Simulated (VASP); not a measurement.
# KF (rocksalt type) in VASP: further runs, part 2 of 2

VASP 6.6.1. Earlier steps stand in the parts before.

**3. Electric field gradients, PBE (20.40 Å³/atom)**

This run uses another cell than the first one, of 20.40 Å³/atom.

Contents of INCAR:

```
PREC = Accurate ; ENCUT = 520
EDIFF = 1E-8 ; ISMEAR = -1
SIGMA = 0.08 ; LREAL = False
LASPH = True ; NELM = 60
ALGO = Normal ; ISIF = 2
LWAVE = False ; LCHARG = False
GGA = PE ; LEFG = True
NBANDS = 15
```

Contents of KPOINTS:

```
Automatic mesh
0
Gamma
  16 16 16
```

Contents of POSCAR:

```
KF
1.0
    0.0000000000      2.7322844696      2.7322844696
    2.7322844696      0.0000000000      2.7322844696
    2.7322844696      2.7322844696      0.0000000000
K F
1 1
Direct
    0.0000000000      0.0000000000      0.0000000000
    0.5000000000      0.5000000000      0.5000000000
```

Potentials or basis: VASP PAW PBE potentials, release 64 (K_sv, F).

The run is started by

```console
cat potpaw_PBE.64/K_sv/POTCAR potpaw_PBE.64/F/POTCAR > POTCAR
mpirun -np 1 vasp_std > vasp.out
```

OUTCAR:

```text
PREC = Accurate
   ENCUT = 520
   EDIFF = 1E-8
   ISMEAR = -1
   LREAL = False
   LASPH = True
   NELM = 60
   ISIF = 2
   GGA = PE

 ion  position               nearest neighbor table
   1  0.000  0.000  0.000-   2 2.73   2 2.73   2 2.73   2 2.73   2 2.73   2 2.73
   2  0.500  0.500  0.500-   1 2.73   1 2.73   1 2.73   1 2.73   1 2.73   1 2.73

  LATTYP: Found a face centered cubic cell.
 ALAT       =     5.4645689392

  Lattice vectors:

 A1 = (   0.0000000000,   2.7322844696,   2.7322844696)
 A2 = (   2.7322844696,   0.0000000000,   2.7322844696)
 A3 = (   2.7322844696,   2.7322844696,   0.0000000000)

Analysis of symmetry for initial positions (statically):
=====================================================================
 Subroutine PRICEL returns:
 Original cell was already a primitive cell.

 Routine SETGRP: Setting up the symmetry group for a
 face centered cubic supercell.

 Subroutine GETGRP returns: Found 48 space group operations
 (whereof 48 operations were pure point group operations)
 out of a pool of 48 trial point group operations.

The static configuration has the point symmetry O_h .

Analysis of symmetry for dynamics (positions and initial velocities):
=====================================================================
 Subroutine PRICEL returns:
 Original cell was already a primitive cell.

 Routine SETGRP: Setting up the symmetry group for a
 face centered cubic supercell.

 Subroutine GETGRP returns: Found 48 space group operations
 (whereof 48 operations were pure point group operations)
 out of a pool of 48 trial point group operations.

[... 575 lines left out ...]
      5     -12.5967      2.00000
      6      -3.0685      2.00000
      7      -3.0126      2.00000
      8      -2.9834      2.00000
      9       3.1299      0.00000
     10       7.3150      0.00000
     11       7.6215      0.00000
     12       7.6985      0.00000
     13       9.1798      0.00000
     14       9.1821      0.00000
     15      14.0097      0.00000

 [... further k-points ...]

------------------------ aborting loop because EDIFF is reached ----------------------------------------

  FORCE on cell =-STRESS in cart. coord.  units (eV):
  Direction    XX          YY          ZZ          XY          YZ          ZX
  --------------------------------------------------------------------------------------
  -------------------------------------------------------------------------------------
  Total       -0.1681629     -0.1681629     -0.1681629      0.0000000     -0.0000000      0.0000000
  in kB       -6.6043936     -6.6043936     -6.6043936      0.0000000     -0.0000000      0.0000000
  external PRESSURE =      -6.6043936 kB  Pullay stress =       0.0000000 kB

 VOLUME and BASIS-vectors are now :
 -----------------------------------------------------------------------------
  energy-cutoff  :      520.00
  volume of cell :       40.80
      direct lattice vectors                 reciprocal lattice vectors
     0.000000000  2.732284470  2.732284470    -0.182997051  0.182997051  0.182997051
     2.732284470  0.000000000  2.732284470     0.182997051 -0.182997051  0.182997051
     2.732284470  2.732284470  0.000000000     0.182997051  0.182997051 -0.182997051

 POSITION                                       TOTAL-FORCE (eV/Angst)
 -----------------------------------------------------------------------------------
      0.00000      0.00000      0.00000         0.000000     -0.000000     -0.000000
      2.73228      2.73228      2.73228        -0.000000      0.000000      0.000000
 -----------------------------------------------------------------------------------
    total drift:                                0.000000      0.000000      0.000000

  FREE ENERGIE OF THE ION-ELECTRON SYSTEM (eV)
  ---------------------------------------------------
  free  energy   TOTEN  =        -8.2983891277 eV

  energy  without entropy=       -8.2983891276  energy(sigma->0) =       -8.29838913

 Electric field gradients (V/A^2)
---------------------------------------------------------------------
 ion       V_xx      V_yy      V_zz      V_xy      V_xz      V_yz
---------------------------------------------------------------------
   1      -0.000     0.000    -0.000    -0.000    -0.000    -0.000
   2      -0.000    -0.000    -0.000    -0.002    -0.002    -0.002
---------------------------------------------------------------------

 Electric field gradients after diagonalization (V/A^2)
 (convention: |V_zz| > |V_xx| > |V_yy|)
----------------------------------------------------------------------
 ion       V_xx      V_yy      V_zz     asymmetry (V_yy - V_xx)/ V_zz
----------------------------------------------------------------------
   1       0.000     0.000    -0.000       0.000
   2       0.002     0.002    -0.003       0.000
----------------------------------------------------------------------

           NMR quadrupolar parameters

 Cq : quadrupolar parameter    Cq=e*Q*V_zz/h
 eta: asymmetry parameters     (V_yy - V_xx)/ V_zz
 Q  : nuclear electric quadrupole moment in mb (millibarn)
----------------------------------------------------------------------
 ion       Cq(MHz)       eta       Q (mb)
----------------------------------------------------------------------
   1      -0.000       0.000       1.000
   2      -0.000       0.000       1.000
----------------------------------------------------------------------
```

stdout:

```text
POSCAR found type information on POSCAR K F
 POSCAR found :  2 types and       2 ions
 scaLAPACK will be used
 LDA part: xc-table for (Slater+PW92), standard interpolation
 POSCAR, INCAR and KPOINTS ok, starting setup
 FFT: planning ... GRIDC
 FFT: planning ... GRID_SOFT
 FFT: planning ... GRID
 WAVECAR not read
 entering main loop
ion   1

ion   2
```

Run time: 97 s. Hardware: 1 thread of Oxide Virtual Turin-like, shared host; peak memory 0.19 GiB.

What came out:

```
Free energy                             : -8.2984 eV
Pressure                                : -0.7 GPa
Band gap on the k mesh                  : 5.83 eV
Largest electric field gradient by atom : under 0.05 V/Å² on every atom
```

A k mesh can miss the band edges.

**4. Electric field gradients, PBE (20.90 Å³/atom)**

This run uses another cell than the first one, of 20.90 Å³/atom.

Contents of INCAR:

```
ALGO     = Normal         # electronic algorithm
EDIFF    = 1E-8           # SCF threshold, eV
ENCUT    = 520            # plane-wave cutoff, eV
GGA      = PE             # functional
ISIF     = 2              # what is computed and relaxed
ISMEAR   = -1             # smearing method
LASPH    = True           # aspherical terms in the spheres
LCHARG   = False          # write CHGCAR
LEFG     = True         
LREAL    = False          # projectors in reciprocal space
LWAVE    = False          # write WAVECAR
NBANDS   = 15             # bands
NELM     = 60             # most SCF steps
PREC     = Accurate       # precision mode
SIGMA    = 0.08           # smearing width, eV
```

Contents of KPOINTS:

```
k-points
0
Gamma
  16 16 16
```

Contents of POSCAR:

```
KF
1.0
    0.0000000000      2.7543199734      2.7543199734
    2.7543199734      0.0000000000      2.7543199734
    2.7543199734      2.7543199734      0.0000000000
K F
1 1
Direct
    0.0000000000      0.0000000000      0.0000000000
    0.5000000000      0.5000000000      0.5000000000
```

Potentials or basis: VASP PAW PBE potentials, release 64 (K_sv, F).

The run is started by

```console
cat potpaw_PBE.64/K_sv/POTCAR potpaw_PBE.64/F/POTCAR > POTCAR
mpirun -np 1 vasp_std > vasp.out
```

OUTCAR:

```text
EDIFF = 1E-8
   ENCUT = 520
   GGA = PE
   ISIF = 2
   ISMEAR = -1
   LASPH = True
   LREAL = False
   NELM = 60
   PREC = Accurate

 ion  position               nearest neighbor table
   1  0.000  0.000  0.000-   2 2.75   2 2.75   2 2.75   2 2.75   2 2.75   2 2.75
   2  0.500  0.500  0.500-   1 2.75   1 2.75   1 2.75   1 2.75   1 2.75   1 2.75

  LATTYP: Found a face centered cubic cell.
 ALAT       =     5.5086399468

  Lattice vectors:

 A1 = (   0.0000000000,   2.7543199734,   2.7543199734)
 A2 = (   2.7543199734,   0.0000000000,   2.7543199734)
 A3 = (   2.7543199734,   2.7543199734,   0.0000000000)

Analysis of symmetry for initial positions (statically):
[... 642 lines left out ...]
  free  energy   TOTEN  =        -8.2935080653 eV

  energy  without entropy=       -8.2935080652  energy(sigma->0) =       -8.29350807

 Electric field gradients (V/A^2)
---------------------------------------------------------------------
 ion       V_xx      V_yy      V_zz      V_xy      V_xz      V_yz
---------------------------------------------------------------------
   1      -0.000     0.000     0.000     0.000     0.000     0.000
   2      -0.000    -0.000    -0.000    -0.000    -0.000    -0.000
---------------------------------------------------------------------

 Electric field gradients after diagonalization (V/A^2)
 (convention: |V_zz| > |V_xx| > |V_yy|)
----------------------------------------------------------------------
 ion       V_xx      V_yy      V_zz     asymmetry (V_yy - V_xx)/ V_zz
----------------------------------------------------------------------
   1      -0.000    -0.000     0.000       0.000
   2       0.000     0.000    -0.000       0.000
----------------------------------------------------------------------

           NMR quadrupolar parameters

 Cq : quadrupolar parameter    Cq=e*Q*V_zz/h
 eta: asymmetry parameters     (V_yy - V_xx)/ V_zz
 Q  : nuclear electric quadrupole moment in mb (millibarn)
----------------------------------------------------------------------
 ion       Cq(MHz)       eta       Q (mb)
----------------------------------------------------------------------
   1       0.000       0.000       1.000
   2      -0.000       0.000       1.000
----------------------------------------------------------------------
```

OSZICAR:

```text
N       E                     dE             d eps       ncg     rms          rms(c)
DAV:   1     0.107869626840E+03    0.10787E+03   -0.81000E+03  4358   0.102E+03
DAV:   2    -0.493326392790E+01   -0.11280E+03   -0.10374E+03  5693   0.278E+02
DAV:   3    -0.946204777043E+01   -0.45288E+01   -0.45086E+01  5787   0.497E+01
DAV:   4    -0.958820009523E+01   -0.12615E+00   -0.12614E+00  5870   0.754E+00
DAV:   5    -0.958964672195E+01   -0.14466E-02   -0.14466E-02  5908   0.712E-01    0.624E+00
DAV:   6    -0.833159992583E+01    0.12580E+01   -0.36860E+00  4644   0.140E+01    0.358E+00
DAV:   7    -0.829728515597E+01    0.34315E-01   -0.66451E-02  5337   0.220E+00    0.199E+00
DAV:   8    -0.829098872635E+01    0.62964E-02   -0.56472E-02  4868   0.229E+00    0.202E-01
DAV:   9    -0.829272199476E+01   -0.17333E-02   -0.37049E-03  5589   0.506E-01    0.121E-01
DAV:  10    -0.829336600951E+01   -0.64401E-03   -0.48343E-04  4637   0.183E-01    0.673E-02
DAV:  11    -0.829350714700E+01   -0.14114E-03   -0.13351E-04  4644   0.941E-02    0.181E-02
DAV:  12    -0.829350781660E+01   -0.66960E-06   -0.10771E-05  5260   0.312E-02    0.402E-03
DAV:  13    -0.829350806237E+01   -0.24577E-06   -0.20643E-06  4840   0.124E-02    0.195E-03
DAV:  14    -0.829350806529E+01   -0.29224E-08   -0.62991E-08  5617   0.222E-03
   1 F= -.82935081E+01 E0= -.82935081E+01  d E =-.479401E-10
```

stdout:

```text
POSCAR found type information on POSCAR K F
 POSCAR found :  2 types and       2 ions
 scaLAPACK will be used
 LDA part: xc-table for (Slater+PW92), standard interpolation
 POSCAR, INCAR and KPOINTS ok, starting setup
 FFT: planning ... GRIDC
 FFT: planning ... GRID_SOFT
 FFT: planning ... GRID
 WAVECAR not read
 entering main loop
ion   1

ion   2
```

It took 70 s on 1 thread of Oxide Virtual Turin-like, shared host; peak memory 0.19 GiB.

What came out:

- Free energy: -8.2935 eV
- Pressure: -1.3 GPa
- Band gap on the k mesh: 5.71 eV
- Largest electric field gradient by atom: under 0.05 V/Å² on every atom

A k mesh can miss the band edges.

**5. The runs side by side**

| cell | gap on the mesh (eV) | pressure (GPa) |
| --- | --- | --- |
| a = 3.832 Å, angles 60.0°, 2 atoms, atomic positions A | 5.95 | 0.2 |
| a = 3.864 Å, angles 60.0°, 2 atoms, atomic positions B | 5.83 | -0.7 |
| a = 3.895 Å, angles 60.0°, 2 atoms, atomic positions B | 5.71 | -1.3 |

Alike in all rows: task electric field gradients; level PBE; potentials or basis VASP PAW PBE potentials, release 64 (K_sv, F); no spin polarisation; k mesh 16 × 16 × 16; cutoff (eV) 520; smearing fermi-dirac 0.08 eV.

Total energies depend on the potentials used, so only differences within one code and one set of settings carry meaning.
